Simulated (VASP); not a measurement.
Input of a VASP 6.6.1 run:

Contents of INCAR:

```
PREC = Accurate
ENCUT = 600
EDIFF = 1E-6
ISMEAR = 0
SIGMA = 0.1
LREAL = F
LASPH = T
NELM = 100
ALGO = Normal
ISIF = 3
LWAVE = F
LCHARG = F
GGA = PE
IBRION = 2
NSW = 90
EDIFFG = -0.04
```

Contents of KPOINTS:

```
regular mesh
0
Gamma
  4 4 4
```

Contents of POSCAR:

```
ZnTeOs
1.0
    3.9773803119      0.0000000000      0.0000000000
    0.0000000000      3.9773803119      0.0000000000
    0.0000000000      0.0000000000      6.9996934114
Zn Te Os
2 2 2
Direct
    0.5000000000      0.0000000000      0.2055000000
    0.0000000000      0.5000000000      0.7945000000
    0.5000000000      0.0000000000      0.6485000000
    0.0000000000      0.5000000000      0.3515000000
    0.0000000000      0.0000000000      0.0000000000
    0.5000000000      0.5000000000      0.0000000000
```

Potentials or basis: VASP PAW PBE potentials, release 64 (Zn, Te, Os).

Run with:

```bash
$ cat potpaw_PBE.64/Zn/POTCAR potpaw_PBE.64/Te/POTCAR potpaw_PBE.64/Os/POTCAR > POTCAR
$ mpirun -np 1 vasp_std > vasp.out
```

Q: Predict the band gap on the k mesh.

A: Zero (bands 26 and 27 overlap by 0.74 eV).

Q: What does it give for the relaxed volume?

A: 19.05 Å³/atom.

Q: What does it give for the relaxed cell?

A: a = 4.384 Å, b = 4.384 Å, c = 5.947 Å, α = 90.00°, β = 90.00°, γ = 90.00°.

Q: What does it give for the space group after relaxing (to 0.1 Å)?

A: P4/nmm (No. 129).

Step by step:
| step | energy change (eV) | largest force (eV/Å) | pressure (GPa) | volume (Å³) |
| --- | --- | --- | --- | --- |
| 1 | 0.0000 | 2.1758 | 10.54 | 110.73 |
| 2 | 0.0083 | 1.2260 | -11.21 | 131.30 |
| 3 | -0.4179 | 1.0137 | -2.51 | 120.17 |
| 4 | -0.6776 | 1.2189 | -2.32 | 118.50 |
| 5 | -1.6316 | 1.9450 | -0.51 | 113.19 |
| 6 | -1.9444 | 0.7602 | 19.63 | 101.20 |
| 7 | -2.4050 | 1.7725 | 3.68 | 108.41 |
| 8 | -2.5780 | 0.9339 | 9.69 | 104.89 |
| 9 | -2.6388 | 0.6156 | 8.87 | 105.69 |
| 10 | -2.6540 | 0.5196 | 8.22 | 106.49 |
| 11 | -2.7394 | 0.5258 | 5.77 | 108.06 |
| 12 | -2.8532 | 0.6922 | -0.33 | 112.69 |
| 13 | -2.8547 | 0.7288 | -0.86 | 113.24 |
| 14 | -2.8734 | 0.5828 | -0.62 | 113.23 |
| 15 | -2.9060 | 0.2135 | 0.36 | 113.19 |
| 16 | -2.9100 | 0.0997 | 0.87 | 113.17 |
| 17 | -2.9100 | 0.0905 | 0.92 | 113.17 |
| 18 | -2.9128 | 0.0910 | 0.33 | 113.79 |
| 19 | -2.9133 | 0.0921 | -0.17 | 114.30 |
| 20 | -2.9138 | 0.0706 | -0.14 | 114.31 |
| 21 | -2.9143 | 0.0733 | -0.02 | 114.34 |
| 22 | -2.9146 | 0.0551 | -0.02 | 114.32 |
| 23 | -2.9150 | 0.0020 | -0.07 | 114.28 |

Caveat: the k points lie up to 0.36 Å⁻¹ apart in the final cell, too coarse for converged energies and pressures of a metal; a cell axis changed by over 15 % at a fixed basis, so the end point is rough; spin-orbit coupling is left out, which moves the levels of the heavy elements.
